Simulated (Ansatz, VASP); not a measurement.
## MgO: VASP beside Ansatz

```xyz
2
Lattice="-0.0035 2.2820 2.2820 2.2820 -0.0035 2.2820 2.2785 2.2785 0.0000" Properties=species:S:1:pos:R:3 pbc="T T T"
Mg    0.0000    0.0000   -0.0013
O     1.1392    1.1392    1.1423
```

Change from the starting cell: shear_xy strain -0.3%.

Alike in both runs: task single point; functional PBE; k mesh 10 × 10 × 10; occupations fermi-dirac, width 0.02 eV; no spin polarisation.

```csv
,VASP,Ansatz
version,VASP 6.6.1,Ansatz 0.2.0
potentials or method,"VASP PAW PBE potentials, release 64 (Mg, O)","plane waves, PAW"
plane-wave cutoff (eV),520,420
valence electrons in the cell,8,16
```

```tsv
	VASP	Ansatz	Ansatz less VASP
gap on the k mesh at the Fermi level (eV)	3.63	3.65	+0.015
pressure (GPa)	3.5	3.9	+0.39
traceless stress, the component that is largest in VASP (GPa)	0.26	0.26	-0.004
```

VASP's potentials hold 8 valence electrons a cell and Ansatz's 16, so a difference there can come from the potentials and not from the codes.
